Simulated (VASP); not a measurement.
# In (Fm-3m) in VASP: relaxation of cell and atoms with PBE

Aim: the relaxation of cell and atoms of In with PBE.

Everything below comes from runs of VASP 6.6.1. Logs are shortened: lines on timing, memory, paths and dates and some standing lists are left out, and cuts for length are marked.

## Step 1: The cell of the first run

Symmetry: Fm-3m, No. 225, cubic system. The conventional cell has a = 4.279 Å, b = 4.279 Å, c = 4.279 Å, α = 90.00°, β = 90.00°, γ = 90.00°. In (site symmetry m-3m) has 12 In at 3.03 Å within 4.0 Å.

## Step 2: Relaxation of cell and atoms, PBE

INCAR reads:

```
SYSTEM = In
  PREC = Accurate
  ENCUT = 600
  EDIFF = 1E-6
  ISMEAR = -1
  SIGMA = 0.05
  LREAL = .FALSE.
  LASPH = .TRUE.
  NELM = 100
  ALGO = Normal
  ISIF = 3
  LWAVE = .FALSE.
  LCHARG = .FALSE.
  GGA = PE
  IBRION = 2
  NSW = 100
  EDIFFG = -0.005
```

KPOINTS reads:

```
Automatic mesh
0
G
  15 15 15
  0 0 0
```

POSCAR reads:

```
In
1.0
    0.0000000000      2.1394200102      2.1394200102
    2.1394200102      0.0000000000      2.1394200102
    2.1394200102      2.1394200102      0.0000000000
In
1
Direct
    0.0000000000      0.0000000000      0.0000000000
```

Potentials or basis: VASP PAW PBE potentials, release 64 (In_d).

Launch:

```sh
$ cat potpaw_PBE.64/In_d/POTCAR > POTCAR
$ mpirun -np 1 vasp_std > vasp.out
```

OUTCAR:

```text
SYSTEM = In
   PREC = Accurate
   ENCUT = 600
   EDIFF = 1E-6
   ISMEAR = -1
   LREAL = .FALSE.
   LASPH = .TRUE.
   NELM = 100
   ISIF = 3
   GGA = PE
   IBRION = 2
   NSW = 100
   EDIFFG = -0.005

 ion  position               nearest neighbor table
   1  0.000  0.000  0.000-

  LATTYP: Found a face centered cubic cell.
 ALAT       =     4.2788400204

  Lattice vectors:

 A1 = (   0.0000000000,   2.1394200102,   2.1394200102)
 A2 = (   2.1394200102,   0.0000000000,   2.1394200102)
 A3 = (   2.1394200102,   2.1394200102,   0.0000000000)

Analysis of symmetry for initial positions (statically):
=====================================================================
 Subroutine PRICEL returns:
 Original cell was already a primitive cell.

 Routine SETGRP: Setting up the symmetry group for a
 face centered cubic supercell.

 Subroutine GETGRP returns: Found 48 space group operations
 (whereof 48 operations were pure point group operations)
 out of a pool of 48 trial point group operations.

The static configuration has the point symmetry O_h .

Analysis of symmetry for dynamics (positions and initial velocities):
=====================================================================
 Subroutine PRICEL returns:
 Original cell was already a primitive cell.

 Routine SETGRP: Setting up the symmetry group for a
 face centered cubic supercell.

 Subroutine GETGRP returns: Found 48 space group operations
 (whereof 48 operations were pure point group operations)
 out of a pool of 48 trial point group operations.

The dynamic configuration has the point symmetry O_h .

 Subroutine INISYM returns: Found 48 space group operations
 (whereof 48 operations are pure point group operations),
 and found     1 'primitive' translations

----------------------------------------------------------------------------------------

                                     Primitive cell

  volume of cell :      19.5848

  direct lattice vectors                    reciprocal lattice vectors
     0.000000000  2.139420010  2.139420010    -0.233708200  0.233708200  0.233708200
     2.139420010  0.000000000  2.139420010     0.233708200 -0.233708200  0.233708200
     2.139420010  2.139420010  0.000000000     0.233708200  0.233708200 -0.233708200

  length of vectors
     3.025596794  3.025596794  3.025596794     0.404794477  0.404794477  0.404794477

  position of ions in fractional coordinates (direct lattice)
     0.000000000  0.000000000  0.000000000

  ion indices of the primitive-cell ions
   primitive index   ion index
                 1           1

[... 59 lines left out ...]
   NGX,Y,Z   is equivalent  to a cutoff of  13.19, 13.19, 13.19 a.u.
   NGXF,Y,Z  is equivalent  to a cutoff of  26.37, 26.37, 26.37 a.u.
 SYSTEM =  In
   PREC   = accura    normal or accurate (medium, high low for compatibility)
   ISTART =      0    job   : 0-new  1-cont  2-samecut
   ICHARG =      2    charge: 1-file 2-atom 10-const
   ISPIN  =      1    spin polarized calculation?
   LNONCOLLINEAR =      F non collinear calculations
   LSORBIT =      F    spin-orbit coupling
   LASPH  =      T    aspherical Exc in radial PAW
   ENCUT  =  600.0 eV  44.10 Ry    6.64 a.u.   6.04  6.04  6.04*2*pi/ulx,y,z
   NELM   =    100;   NELMIN=  2; NELMDL= -5     # of ELM steps
   EDIFF  = 0.1E-05   stopping-criterion for ELM
   LREAL  =      F    real-space projection
   EDIFFG = -.5E-02   stopping-criterion for IOM
   NSW    =    100    number of steps for IOM
   IBRION =      2    ionic relax: 0-MD 1-quasi-New 2-CG
   NFREE  =      1    steps in history (QN), initial steepest desc. (CG)
   ISIF   =      3    stress and relaxation
   ISYM   =      2    0-nonsym 1-usesym 2-fastsym
   POTIM  = 0.5000    time-step for ionic-motion
   TEBEG  =    0.0;   TEEND  =   0.0 temperature during run
   PSTRESS=    0.0 pullay stress
   NELECT =      13.0000    total number of electrons
   NUPDOWN=      -1.0000    fix difference up-down
   EMIN   =  10.00;   EMAX   =-10.00  energy-range for DOS
   EFERMI =   0.00;   METHOD = LEGACY
   ISMEAR =    -1;   SIGMA  =   0.05  broadening in eV -4-tet -1-fermi 0-gaus
   EFERMI_NEDOS =   21; number of points for ismear=-14 and -15
   IALGO  =     38    algorithm
   IMIX   =      4    mixing-type and parameters
     AMIX     =   0.40;   BMIX     =  1.00
     AMIX_MAG =   1.60;   BMIX_MAG =  1.00
  volume/ion in A,a.u.               =      19.58       132.16
  Fermi-wavevector in a.u.,A,eV,Ry     =   1.428071  2.698663 27.747554  2.039388
  Thomas-Fermi vector in A             =   2.548173
   LORBIT       =      0    0 simple, 1 ext, 2 COOP (PROOUT), +10 PAW based schemes
   GGA     = PE    functional components
   LHFCALC =     F    Hartree Fock is set to
   AEXX    =    0.0000 exact exchange contribution
   IVDW    =     0    specifies the selected vdW correction
   LEPSILON=     F    determine dielectric tensor
   LRPA    =     F    only Hartree local field effects (RPA)
 conjugate gradient relaxation of ions
 non-spin polarized calculation
  energy-cutoff  :      600.00
  volume of cell :       19.58
 maximum number of plane-waves:       666
   NGX = 13   NGY = 13   NGZ = 13

--------------------------------------- Ionic step        1  -------------------------------------------

 number of electron      13.0000001 magnetization

 Free energy of the ion-electron system (eV)
  ---------------------------------------------------
  ext. energy  EPLUGINS =         0.00000000
  ---------------------------------------------------
  free energy    TOTEN  =        -2.06121247 eV

  energy without entropy =       -2.05939624  energy(sigma->0) =       -2.06030435

 E-fermi :  11.6501     XC(G=0): -11.7090

 val. band max:       11.5778395111   @ k =  -0.3333   0.3333   0.0000
 cond. band min:      11.7499527475   @ k =  -0.4000   0.4000   0.1333
 fundamental gap:      0.1721132365
 Fermi energy:        11.6501021181
[... 722 lines left out ...]
 k-point    24 :       0.2000    0.1333    0.0000
  band No.  band energies     occupation
      1      -7.7429      2.00000
      2      -7.6357      2.00000
      3      -7.6317      2.00000
      4      -7.5992      2.00000
      5      -7.5235      2.00000
      6      -1.4319      2.00000
      7      13.0923      0.00000
      8      14.3163      0.00000
      9      15.2744      0.00000
     10      16.9173      0.00000

 [... further k-points ...]

[... ionic steps 4 to 18 ...]

--------------------------------------- Ionic step       19  -------------------------------------------

 number of electron      12.9999988 magnetization

------------------------ aborting loop because EDIFF is reached ----------------------------------------
[... 65 lines left out ...]
--------------------------------------- Ionic step       21  -------------------------------------------

 number of electron      12.9999989 magnetization

 Free energy of the ion-electron system (eV)
  ---------------------------------------------------
  ext. energy  EPLUGINS =         0.00000000
  ---------------------------------------------------
  free energy    TOTEN  =        -2.55746618 eV

  energy without entropy =       -2.55225676  energy(sigma->0) =       -2.55486147

 E-fermi :   6.9254     XC(G=0): -10.0144

 val. band max:        6.9077859173   @ k =  -0.3333   0.4000   0.0667
 cond. band min:       6.9287253932   @ k =  -0.4667   0.4000   0.0667
 fundamental gap:      0.0209394759
 Fermi energy:         6.9254208888
[... 340 lines left out ...]
  FREE ENERGIE OF THE ION-ELECTRON SYSTEM (eV)
  ---------------------------------------------------
  free  energy   TOTEN  =        -2.5574661776 eV

  energy  without entropy=       -2.5522567582  energy(sigma->0) =       -2.55486147

 reached required accuracy - stopping structural energy minimisation
```

OSZICAR:

```text
N       E                     dE             d eps       ncg     rms          rms(c)
DAV:   1     0.731969031056E+02    0.73197E+02   -0.71917E+03  2422   0.201E+03
DAV:   2     0.325138599984E+00   -0.72872E+02   -0.71631E+02  2448   0.308E+02
DAV:   3    -0.207161914771E+01   -0.23968E+01   -0.23857E+01  2788   0.646E+01
DAV:   4    -0.212339051925E+01   -0.51771E-01   -0.51748E-01  3048   0.902E+00
[... 126 lines left out ...]
DAV:   2    -0.255763012835E+01    0.10907E-02   -0.24312E-03  2670   0.115E+00    0.747E-02
DAV:   3    -0.255747883297E+01    0.15130E-03   -0.52449E-04  3076   0.514E-01    0.325E-02
DAV:   4    -0.255747240402E+01    0.64289E-05   -0.79877E-06  2482   0.312E-02    0.200E-02
DAV:   5    -0.255746714993E+01    0.52541E-05   -0.40590E-06  2462   0.116E-02    0.566E-03
DAV:   6    -0.255746617764E+01    0.97230E-06   -0.67127E-07  1794   0.623E-03
  21 F= -.25574662E+01 E0= -.25548615E+01  d E =-.620556E-04
```

It took 69 s on 1 thread of Intel Xeon 6975P-C (Granite Rapids), shared host; peak memory 0.16 GiB.

Results:

| Item | Value |
| --- | --- |
| Free energy | -2.5575 eV |
| Relaxed volume | 27.53 Å³/atom |
| Relaxed cell | a = 3.389 Å, b = 3.389 Å, c = 3.389 Å, α = 60.00°, β = 60.00°, γ = 60.00° |
| Space group after relaxing (to 0.05 Å) | Fm-3m (No. 225) |
| Energy gained by relaxing | 496.3 meV/atom |
| Ionic steps | 21 |
| Pressure after relaxing | 0.0 GPa |

Step by step:
```csv
step,energy change (eV),largest force (eV/Å),pressure (GPa),volume (Å³)
1,0.0000,0.0000,28.76,19.58
2,-0.4523,0.0000,-3.34,31.34
3,-0.4955,0.0000,0.76,27.06
4,-0.4960,0.0000,-0.30,27.74
5,-0.4962,0.0000,-0.05,27.54
6,-0.4962,0.0000,0.17,27.37
7,-0.4962,0.0000,0.19,27.37
8,-0.4962,0.0000,0.15,27.37
9,-0.4962,0.0000,0.16,27.37
10,-0.4962,0.0000,0.16,27.37
11,-0.4962,0.0000,0.17,27.37
12,-0.4962,0.0000,0.17,27.37
13,-0.4962,0.0000,0.17,27.37
14,-0.4962,0.0000,0.17,27.37
15,-0.4962,0.0000,0.19,27.37
16,-0.4962,0.0000,0.21,27.37
17,-0.4962,0.0000,0.14,27.38
18,-0.4962,0.0000,0.13,27.39
19,-0.4962,0.0000,0.10,27.41
20,-0.4962,0.0000,0.08,27.45
21,-0.4963,0.0000,-0.03,27.53
```

Final structure:
```
In
1.0
     0.00000    2.39646    2.39646
     2.39646    0.00000    2.39646
     2.39646    2.39646    0.00000
In
1
Direct
  0.00000 0.00000 0.00000
```

Caveat: the volume moved by over 15 % at a fixed basis, so the end points are rough; spin-orbit coupling is left out, which moves the levels of the heavy elements.
